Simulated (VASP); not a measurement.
**Au: single point with PBE**

The system is Au.

```
CELL_PARAMETERS angstrom
0.00000 2.03937 2.03937
2.03937 0.00000 2.03937
2.03937 2.03937 0.00000
ATOMIC_POSITIONS crystal
Au 0.00000 0.00000 0.00000
```

```yaml
Program: VASP 6.6.1
Task: single point
Functional: PBE
Potentials_or_basis: VASP PAW PBE potentials, release 64 (Au)
Cutoff: 500 eV
k_mesh: 10 × 10 × 10
Occupations: methfessel-paxton, width 0.05 eV
Spin: no spin polarisation
Dipole_correction: no
Further_INCAR_settings: ALGO = Normal; EDIFF = 1e-06; NBANDS = 12
```

```yaml
Pressure: 9.7 GPa
Band_gap_on_the_k_mesh: zero (an odd number of electrons rules out a gap without spin polarisation)
```

Levels at points of the mesh, in eV from the Fermi level:
```tsv
k point	band 3	band 4	band 5	band 6	band 7	band 8	band 9	band 10
(0.00, 0.00, 0.00)	-4.76	-4.76	-3.23	-3.23	14.47	18.50	18.50	18.50
(0.50, 0.00, 0.00)	-4.80	-2.02	-2.02	-1.02	3.05	13.92	17.12	17.12
(0.50, 0.50, 0.00)	-2.07	-1.70	-1.70	0.96	5.77	9.98	9.98	17.22
```

Wall time 9.5 s on 1 thread of Intel(R) Xeon(R) Platinum 8488C (Sapphire Rapids), on a shared host, peak memory 0.14 GiB.

Caveat: the cell stands under pressure; spin-orbit coupling is left out, which moves the levels of the heavy elements.
